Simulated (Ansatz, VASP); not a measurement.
# HfN in VASP and in Ansatz

Contents of INCAR:

```
ALGO = Normal
EDIFF = 1E-6
ENCUT = 520
GGA = PS
ISIF = 2
ISMEAR = -1
LASPH = True
LCHARG = True
LDAU = True
LDAUJ = 0 0
LDAUL = 2 -1
LDAUPRINT = 1
LDAUTYPE = 2
LDAUU = 6 0
LELF = True
LMAXMIX = 4
LREAL = False
LVHAR = True
LWAVE = False
NBANDS = 14
NELM = 150
PREC = Accurate
SIGMA = 0.05
```

KPOINTS

```
k-points
0
Gamma
  9 9 9
```

POSCAR

```
HfN
1.0
    0.0000000000      2.4548220000      2.4548220000
    2.4548220000      0.0000000000      2.4548220000
    2.4548220000      2.4548220000      0.0000000000
Hf N
1 1
Direct
    0.0000000000      0.0000000000      0.0000000000
    0.2500000000      0.2500000000      0.2500000000
```

File input.yaml:

```yaml
crystal:
  lattice:
    - [0.0, 2.454822, 2.454822]
    - [2.454822, 0.0, 2.454822]
    - [2.454822, 2.454822, 0.0]
  atoms:
    - { symbol: Hf, position: [0.0, 0.0, 0.0] }
    - { symbol: "N", position: [0.25, 0.25, 0.25] }
kpoints:
  mp_grid: { grid: [9, 9, 9] }
scf:
  occupations: { method: fermi_dirac, width: 0.05 }
hamiltonian:
  xc: pbesol
  pseudopotentials: { kind: all_electron, lapw: { basis_error: 0.001 } }
  hubbard:
    sites: [{ species: Hf, l: d, u_eff: 6 }]
    double_counting: fll
    projectors: ortho-atomic
output:
  forces: true
  stress: true
  eigenvalues: true
  dos: { projected: false, de: 0.1, e_range: [-10, 8] }
```

Alike in both runs: functional PBEsol; k mesh 9 × 9 × 9; occupations fermi-dirac, width 0.05 eV; no spin polarisation; Hubbard terms Hf d U = 6.0 eV.

```csv
,VASP,Ansatz
version,VASP 6.6.1,Ansatz 0.2.0
potentials or method,"VASP PAW PBE potentials, release 64 (Hf_pv, N), cutoff 520 eV","all-electron LAPW, scalar-relativistic"
task,single point,density of states
```

```tsv
	VASP	Ansatz	Ansatz less VASP
gap on the k mesh at the Fermi level (eV)	none	none	-
pressure (GPa)	12.0	3.8	-8.17
```

VASP's potentials were made for PBE, not for PBEsol. The programs project onto different local orbitals, so the same U acts differently, and such runs can settle in different states. A gap of «none» marks a metal or a gap that the smearing closes. Ansatz ran all-electron here, and VASP with PAW potentials.

Spin-orbit coupling is off throughout. Noted on Ansatz's run: U is the effective U less J, on atomic orbitals that reach past the spheres.
